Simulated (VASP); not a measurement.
# TeS2 (I4/mcm) in VASP: notebook

Runs on TeS2. Level: PBE. Tasks: relaxation of cell and atoms.

Program: VASP 6.6.1. These are calculated values, not measurements. Logs are shortened: lines on timing, memory, paths and dates and some standing lists are left out, and cuts for length are marked.

### 1 The cell of the first run

The structure is tetragonal, space group I4/mcm (No. 140). The conventional cell has a = 7.148 Å, b = 7.148 Å, c = 5.950 Å, α = 90.00°, β = 90.00°, γ = 90.00°. Within 3.9 Å of Te (site symmetry 422) lie 2 Te at 2.98 Å and 8 S at 3.05 Å. S (site symmetry m2m) has 4 Te at 3.05 Å and 11 S at 3.38 to 3.81 Å within 4.0 Å.

### 2 Relaxation of cell and atoms, PBE

The input, INCAR:

```
ALGO = Normal
EDIFF = 1E-6
EDIFFG = -0.04
ENCUT = 600
GGA = PE
IBRION = 2
ISIF = 3
ISMEAR = 0
LASPH = T
LCHARG = F
LREAL = F
LWAVE = F
NELM = 80
NSW = 90
PREC = Accurate
SIGMA = 0.1
```

The input, KPOINTS:

```
k-points
0
Gamma
  4 4 4
```

The input, POSCAR:

```
TeS2
1.0
   -3.5742368859      3.5742368859      2.9751989199
    3.5742368859     -3.5742368859      2.9751989199
    3.5742368859      3.5742368859     -2.9751989199
Te S
2 4
Direct
    0.2500000000      0.2500000000      0.0000000000
    0.7500000000      0.7500000000      0.0000000000
    0.6670000000      0.1670000000      0.8340000000
    0.1670000000      0.3330000000      0.5000000000
    0.3330000000      0.8330000000      0.1660000000
    0.8330000000      0.6670000000      0.5000000000
```

Potentials or basis: VASP PAW PBE potentials, release 64 (Te, S).

The run is started by

```console
> cat potpaw_PBE.64/Te/POTCAR potpaw_PBE.64/S/POTCAR > POTCAR
> mpirun -np 1 vasp_std > vasp.out
```

OUTCAR:

```text
EDIFF = 1E-6
   EDIFFG = -0.04
   ENCUT = 600
   GGA = PE
   IBRION = 2
   ISIF = 3
   ISMEAR = 0
   LASPH = T
   LREAL = F
   NELM = 80
   NSW = 90
   PREC = Accurate

 ion  position               nearest neighbor table
   1  0.250  0.250  0.000-   2 2.98   2 2.98   6 3.05   3 3.05   4 3.05   5 3.05   4 3.05   6 3.05
                             3 3.05   5 3.05
   2  0.750  0.750  0.000-   1 2.98   1 2.98   5 3.05   3 3.05   5 3.05   6 3.05   6 3.05   3 3.05
                             4 3.05   4 3.05
   3  0.667  0.167  0.834-   1 3.05   2 3.05   1 3.05   2 3.05
   4  0.167  0.333  0.500-   2 3.05   1 3.05   1 3.05   2 3.05
   5  0.333  0.833  0.166-   1 3.05   2 3.05   1 3.05   2 3.05
   6  0.833  0.667  0.500-   1 3.05   2 3.05   2 3.05   1 3.05

  LATTYP: Found a body centered tetragonal cell.
 ALAT       =     7.1484737718
 C/A-ratio  =     0.8324011572

  Lattice vectors:

 A1 = (  -3.5742368859,   3.5742368859,   2.9751989199)
 A2 = (   3.5742368859,  -3.5742368859,   2.9751989199)
 A3 = (   3.5742368859,   3.5742368859,  -2.9751989199)

Analysis of symmetry for initial positions (statically):
=====================================================================
 Subroutine PRICEL returns:
 Original cell was already a primitive cell.

 Routine SETGRP: Setting up the symmetry group for a
 body centered tetragonal supercell.

 Subroutine GETGRP returns: Found 16 space group operations
 (whereof  8 operations were pure point group operations)
 out of a pool of 16 trial point group operations.

The static configuration has the point symmetry C_4h.
 The point group associated with its full space group is D_4h.

Analysis of symmetry for dynamics (positions and initial velocities):
=====================================================================
 Subroutine PRICEL returns:
 Original cell was already a primitive cell.

 Routine SETGRP: Setting up the symmetry group for a
 body centered tetragonal supercell.

 Subroutine GETGRP returns: Found 16 space group operations
 (whereof  8 operations were pure point group operations)
 out of a pool of 16 trial point group operations.

The dynamic configuration has the point symmetry C_4h.
 The point group associated with its full space group is D_4h.

 Subroutine INISYM returns: Found 16 space group operations
 (whereof  8 operations are pure point group operations),
 and found     1 'primitive' translations

----------------------------------------------------------------------------------------

                                     Primitive cell

  volume of cell :     152.0347

  direct lattice vectors                    reciprocal lattice vectors
    -3.574236886  3.574236886  2.975198920     0.000000000  0.139890001  0.168055990
     3.574236886 -3.574236886  2.975198920     0.139890001  0.000000000  0.168055990
     3.574236886  3.574236886 -2.975198920     0.139890001  0.139890001  0.000000000

  length of vectors
     5.865334368  5.865334368  5.865334368     0.218659617  0.218659617  0.197834336

  position of ions in fractional coordinates (direct lattice)
     0.250000000  0.250000000  0.000000000
     0.750000000  0.750000000  0.000000000
     0.667000000  0.167000000  0.834000000
     0.167000000  0.333000000  0.500000000
     0.333000000  0.833000000  0.166000000
     0.833000000  0.667000000  0.500000000

  ion indices of the primitive-cell ions
   primitive index   ion index
                 1           1
                 2           2
                 3           3
                 4           4
                 5           5
                 6           6

----------------------------------------------------------------------------------------

 KPOINTS: k-points

Automatic generation of k-mesh.
 Grid dimensions read from file:
 generate k-points for:    4    4    4

 Generating k-lattice:

  Cartesian coordinates                     Fractional coordinates (reciprocal lattice)
     0.000000000  0.034972500  0.042013998     0.250000000  0.000000000 -0.000000000
     0.034972500  0.000000000  0.042013998     0.000000000  0.250000000 -0.000000000
     0.034972500  0.034972500  0.000000000     0.000000000  0.000000000  0.250000000

  Length of vectors
     0.054664904  0.054664904  0.049458584

  Shift w.r.t. Gamma in fractional coordinates (k-lattice)
     0.000000000  0.000000000  0.000000000

 Subroutine IBZKPT returns following result:
 ===========================================

 Found     13 irreducible k-points:

 Following reciprocal coordinates:
            Coordinates               Weight
  0.000000  0.000000  0.000000      1.000000
  0.250000  0.000000  0.000000      8.000000
  0.500000  0.000000  0.000000      4.000000
  0.250000  0.250000  0.000000      8.000000
  0.500000  0.250000 -0.000000     16.000000
 -0.250000  0.250000  0.000000      4.000000
  0.500000  0.500000  0.000000      2.000000
  0.250000  0.250000  0.250000      2.000000
 -0.250000  0.250000  0.250000      4.000000
  0.500000  0.500000  0.250000      4.000000
 -0.250000  0.500000  0.250000      8.000000
 -0.250000 -0.250000  0.250000      2.000000
  0.500000  0.500000  0.500000      1.000000
   k-points           NKPTS =     13   k-points in BZ     NKDIM =     13   number of bands    NBANDS=     22
   number of dos      NEDOS =    301   number of ions     NIONS =      6
   total plane-waves  NPLWV = 110592
   dimension x,y,z NGX =    48 NGY =   48 NGZ =   48
   dimension x,y,z NGXF=    96 NGYF=   96 NGZF=   96
   ions per type =               2   4
   NGX,Y,Z   is equivalent  to a cutoff of  13.61, 13.61, 13.61 a.u.
   NGXF,Y,Z  is equivalent  to a cutoff of  27.21, 27.21, 27.21 a.u.
 SYSTEM =  unknown system
   PREC   = accura    normal or accurate (medium, high low for compatibility)
   ISTART =      0    job   : 0-new  1-cont  2-samecut
   ICHARG =      2    charge: 1-file 2-atom 10-const
   ISPIN  =      1    spin polarized calculation?
   LNONCOLLINEAR =      F non collinear calculations
   LSORBIT =      F    spin-orbit coupling
   LASPH  =      T    aspherical Exc in radial PAW
   ENCUT  =  600.0 eV  44.10 Ry    6.64 a.u.  11.71 11.71 11.71*2*pi/ulx,y,z
   NELM   =     80;   NELMIN=  2; NELMDL= -5     # of ELM steps
   EDIFF  = 0.1E-05   stopping-criterion for ELM
   LREAL  =      F    real-space projection
   EDIFFG = -.4E-01   stopping-criterion for IOM
   NSW    =     90    number of steps for IOM
   IBRION =      2    ionic relax: 0-MD 1-quasi-New 2-CG
   NFREE  =      1    steps in history (QN), initial steepest desc. (CG)
   ISIF   =      3    stress and relaxation
   ISYM   =      2    0-nonsym 1-usesym 2-fastsym
   POTIM  = 0.5000    time-step for ionic-motion
   TEBEG  =    0.0;   TEEND  =   0.0 temperature during run
   PSTRESS=    0.0 pullay stress
   NELECT =      36.0000    total number of electrons
   NUPDOWN=      -1.0000    fix difference up-down
   EMIN   =  10.00;   EMAX   =-10.00  energy-range for DOS
   EFERMI =   0.00;   METHOD = LEGACY
   ISMEAR =     0;   SIGMA  =   0.10  broadening in eV -4-tet -1-fermi 0-gaus
   EFERMI_NEDOS =   21; number of points for ismear=-14 and -15
   IALGO  =     38    algorithm
   IMIX   =      4    mixing-type and parameters
     AMIX     =   0.40;   BMIX     =  1.00
     AMIX_MAG =   1.60;   BMIX_MAG =  1.00
  volume/ion in A,a.u.               =      25.34       171.00
  Fermi-wavevector in a.u.,A,eV,Ry     =   1.012810  1.913934 13.956648  1.025785
  Thomas-Fermi vector in A             =   2.145942
   LORBIT       =      0    0 simple, 1 ext, 2 COOP (PROOUT), +10 PAW based schemes
   GGA     = PE    functional components
   LHFCALC =     F    Hartree Fock is set to
   AEXX    =    0.0000 exact exchange contribution
   IVDW    =     0    specifies the selected vdW correction
   LEPSILON=     F    determine dielectric tensor
   LRPA    =     F    only Hartree local field effects (RPA)
 conjugate gradient relaxation of ions
 non-spin polarized calculation
 Gauss-broadening in eV      SIGMA  =   0.10
  energy-cutoff  :      600.00
  volume of cell :      152.03
 maximum number of plane-waves:      5100
 NGX is ok and might be reduce to    48
   NGX = 23   NGY = 23   NGZ = 23

--------------------------------------- Ionic step        1  -------------------------------------------

 number of electron      35.9999996 magnetization

 Free energy of the ion-electron system (eV)
  ---------------------------------------------------
  ext. energy  EPLUGINS =         0.00000000
  ---------------------------------------------------
  free energy    TOTEN  =       -17.43349432 eV

  energy without entropy =      -17.39102252  energy(sigma->0) =      -17.41225842

 E-fermi :   4.3177     XC(G=0):  -9.4146

 val. band max:        4.3150497851   @ k =   0.5000   0.5000   0.2500
 cond. band min:       4.3180515741   @ k =  -0.2500   0.2500   0.0000
 fundamental gap:      0.0030017890
 Fermi energy:         4.3177286398

 k-point     1 :       0.0000    0.0000    0.0000
  band No.  band energies     occupation
      1      -9.8083      2.00000
      2      -6.9990      2.00000
      3      -6.7107      2.00000
      4      -6.7107      2.00000
      5      -5.7761      2.00000
      6      -5.6469      2.00000
[... 427 lines left out ...]
  FREE ENERGIE OF THE ION-ELECTRON SYSTEM (eV)
  ---------------------------------------------------
  free  energy   TOTEN  =       -19.3482965908 eV

  energy  without entropy=      -19.3319104455  energy(sigma->0) =      -19.34010352

[... ionic steps 4 to 20 ...]

--------------------------------------- Ionic step       21  -------------------------------------------

 number of electron      35.9999998 magnetization

------------------------ aborting loop because EDIFF is reached ----------------------------------------

  FORCE on cell =-STRESS in cart. coord.  units (eV):
  Direction    XX          YY          ZZ          XY          YZ          ZX
  --------------------------------------------------------------------------------------
  -------------------------------------------------------------------------------------
  Total        0.1155441      0.1155441     -0.3704055      0.0000000     -0.0000000     -0.0000000
  in kB        1.4081897      1.4081897     -4.5143041      0.0000000     -0.0000000     -0.0000000
  external PRESSURE =      -0.5659749 kB  Pullay stress =       0.0000000 kB
[... 65 lines left out ...]
  energy  without entropy=      -19.7505569788  energy(sigma->0) =      -19.75799499

--------------------------------------- Ionic step       23  -------------------------------------------

 number of electron      35.9999999 magnetization

 Free energy of the ion-electron system (eV)
  ---------------------------------------------------
  ext. energy  EPLUGINS =         0.00000000
  ---------------------------------------------------
  free energy    TOTEN  =       -19.76884230 eV

  energy without entropy =      -19.75497721  energy(sigma->0) =      -19.76190976

 E-fermi :   6.4552     XC(G=0): -10.0097

 val. band max:        6.4435170288   @ k =  -0.2500   0.2500   0.0000
 cond. band min:       6.5035709666   @ k =   0.2500   0.0000   0.0000
 fundamental gap:      0.0600539378
 Fermi energy:         6.4551913641

 k-point     1 :       0.0000    0.0000    0.0000
  band No.  band energies     occupation
      1      -9.0340      2.00000
      2      -5.5076      2.00000
      3      -5.5076      2.00000
      4      -5.2028      2.00000
      5      -4.7587      2.00000
      6      -2.5568      2.00000
[... 347 lines left out ...]
  FREE ENERGIE OF THE ION-ELECTRON SYSTEM (eV)
  ---------------------------------------------------
  free  energy   TOTEN  =       -19.7688423015 eV

  energy  without entropy=      -19.7549772123  energy(sigma->0) =      -19.76190976

 reached required accuracy - stopping structural energy minimisation
```

Wall time 5.7 min (1 thread of Intel Xeon 6975P-C (Granite Rapids), shared host); peak memory 0.36 GiB.

Results:

- Free energy: -19.7688 eV
- Relaxed volume: 21.93 Å³/atom
- Relaxed cell: a = 5.561 Å, b = 5.561 Å, c = 5.561 Å, α = 112.08°, β = 112.08°, γ = 104.36°
- Space group after relaxing (to 0.1 Å): I4/mcm (No. 140)
- Energy gained by relaxing: 389.2 meV/atom
- Ionic steps: 23
- Pressure after relaxing: -0.1 GPa
- Largest force after relaxing: 0.013 eV/Å
- Band gap on the k mesh: zero (bands 18 and 19 overlap by 0.61 eV)

Forces on the atoms (eV/Å):
```
Te   0.000  0.000  0.000
Te   0.000  0.000  0.000
S   -0.009 -0.009  0.000
S    0.009 -0.009  0.000
S    0.009  0.009  0.000
S   -0.009  0.009  0.000
```

The path:
```tsv
step	energy change (eV)	largest force (eV/Å)	pressure (GPa)	volume (Å³)
1	0.0000	0.0320	-6.19	152.03
2	-1.6124	0.1819	-0.80	130.91
3	-1.9148	0.1791	4.42	121.52
4	-1.9160	0.1793	5.45	120.13
5	-2.2278	0.0654	2.47	125.28
6	-2.2301	0.0632	2.64	124.90
7	-2.2588	0.0806	-1.19	131.35
8	-2.2683	0.0753	0.01	129.14
9	-2.2683	0.0751	-0.04	129.22
10	-2.2696	0.0854	-0.06	129.27
11	-2.2741	0.1145	-0.10	129.43
12	-2.2860	0.1526	-0.16	129.75
13	-2.3111	0.1379	-0.22	130.38
14	-2.3117	0.0182	-0.06	131.62
15	-2.3216	0.0630	-0.19	131.00
16	-2.3222	0.0597	-0.17	131.01
17	-2.3239	0.0481	-0.13	131.03
18	-2.3265	0.0234	-0.05	131.09
19	-2.3280	0.0240	0.13	131.19
20	-2.3303	0.0223	0.08	131.26
21	-2.3346	0.0166	-0.06	131.46
22	-2.3319	0.0083	-0.31	131.85
23	-2.3353	0.0129	-0.15	131.59
```

Final structure:
```yaml
crystal:
  lattice:
    - [-3.10620, 3.10620, 3.40969]
    - [3.10620, -3.10620, 3.40969]
    - [3.10620, 3.10620, -3.40969]
  atoms:
    - { symbol: Te, position: [0.25000, 0.25000, 0.00000] }
    - { symbol: Te, position: [0.75000, 0.75000, 0.00000] }
    - { symbol: S, position: [0.68559, 0.18559, 0.87118] }
    - { symbol: S, position: [0.18559, 0.31441, 0.50000] }
    - { symbol: S, position: [0.31441, 0.81441, 0.12882] }
    - { symbol: S, position: [0.81441, 0.68559, 0.50000] }
```

Caveat: spin-orbit coupling is left out, which moves the levels of the heavy elements.

### 3 Relaxation of cell and atoms, PBE

This run uses another cell than the first one, of 21.56 Å³/atom.

The input, INCAR:

```
PREC     = Accurate       # precision mode
ENCUT    = 600            # plane-wave cutoff, eV
EDIFF    = 1E-6           # SCF threshold, eV
ISMEAR   = 0              # smearing method
SIGMA    = 0.1            # smearing width, eV
LREAL    = F              # projectors in reciprocal space
LASPH    = T              # aspherical terms in the spheres
NELM     = 80             # most SCF steps
ALGO     = Normal         # electronic algorithm
ISIF     = 3              # what is computed and relaxed
LWAVE    = F              # write WAVECAR
LCHARG   = F              # write CHGCAR
GGA      = PE             # functional
IBRION   = 2              # ionic algorithm
NSW      = 100            # ionic steps
EDIFFG   = -0.01          # ionic threshold
```

The input, KPOINTS:

```
Automatic mesh
0
Gamma
  8 8 8
```

The input, POSCAR:

```
TeS2
1.0
   -3.0974212683      3.0974212683      3.3715493651
    3.0974212683     -3.0974212683      3.3715493651
    3.0974212683      3.0974212683     -3.3715493651
Te S
2 4
Direct
    0.2500000000      0.2500000000      0.0000000000
    0.7500000000      0.7500000000      0.0000000000
    0.6635937153      0.1635937153      0.8271874306
    0.1635937153      0.3364062847      0.5000000000
    0.3364062847      0.8364062847      0.1728125694
    0.8364062847      0.6635937153      0.5000000000
```

Potentials or basis: VASP PAW PBE potentials, release 64 (Te, S).

The run is started by

```console
> cat potpaw_PBE.64/Te/POTCAR potpaw_PBE.64/S/POTCAR > POTCAR
> mpirun -np 1 vasp_std > vasp.out
```

Wall time 9.6 min (1 thread of Intel Xeon 6975P-C (Granite Rapids), shared host); peak memory 0.47 GiB.

The run converged. Its results:

```
Free energy                           : -19.7559 eV
Relaxed volume                        : 21.76 Å³/atom
Relaxed cell                          : a = 5.547 Å, b = 5.547 Å, c = 5.547 Å, α = 112.22°, β = 112.22°, γ = 104.10°
Space group after relaxing (to 0.1 Å) : I4/mcm (No. 140)
Energy gained by relaxing             : 9.0 meV/atom
Ionic steps                           : 11
Pressure after relaxing               : 0.0 GPa
Band gap on the k mesh                : zero (bands 18 and 19 overlap by 0.70 eV)
```

The path:
```
step  energy change (eV)  largest force (eV/Å)  pressure (GPa)  volume (Å³)
   1              0.0000                0.1494           -0.23       129.39
   2             -0.0089                0.1463            0.15       128.81
   3             -0.0122                0.1398            0.58       128.18
   4             -0.0186                0.1366            0.19       128.97
   5             -0.0236                0.1277           -0.44       130.34
   6             -0.0303                0.1157           -0.39       130.31
   7             -0.0456                0.0666           -0.17       130.22
   8             -0.0522                0.0256            0.43       130.02
   9             -0.0534                0.0031            0.25       130.07
  10             -0.0536                0.0023           -0.17       130.96
  11             -0.0538                0.0006            0.00       130.57
```

Final structure:
```yaml
crystal:
  lattice:
    - [-3.09313, 3.09313, 3.41169]
    - [3.09313, -3.09313, 3.41169]
    - [3.09313, 3.09313, -3.41169]
  atoms:
    - { symbol: Te, position: [0.25000, 0.25000, 0.00000] }
    - { symbol: Te, position: [0.75000, 0.75000, 0.00000] }
    - { symbol: S, position: [0.67981, 0.17981, 0.85962] }
    - { symbol: S, position: [0.17981, 0.32019, 0.50000] }
    - { symbol: S, position: [0.32019, 0.82019, 0.14038] }
    - { symbol: S, position: [0.82019, 0.67981, 0.50000] }
```

Levels at points of the mesh, in eV from the Fermi level:
| k point | band 16 | band 17 | band 18 | band 19 | band 20 | band 21 |
| --- | --- | --- | --- | --- | --- | --- |
| (0.00, 0.00, 0.00) | -0.69 | -0.14 | -0.14 | 3.07 | 3.07 | 3.37 |
| (0.50, 0.00, 0.00) | -1.66 | -1.12 | -1.12 | 0.60 | 0.60 | 1.76 |
| (0.50, 0.50, 0.00) | -1.49 | -1.46 | -0.94 | -0.43 | 0.36 | 1.55 |
| (0.50, 0.50, 0.50) | -0.61 | -0.34 | -0.34 | -0.22 | -0.22 | -0.05 |

Caveat: spin-orbit coupling is left out, which moves the levels of the heavy elements.
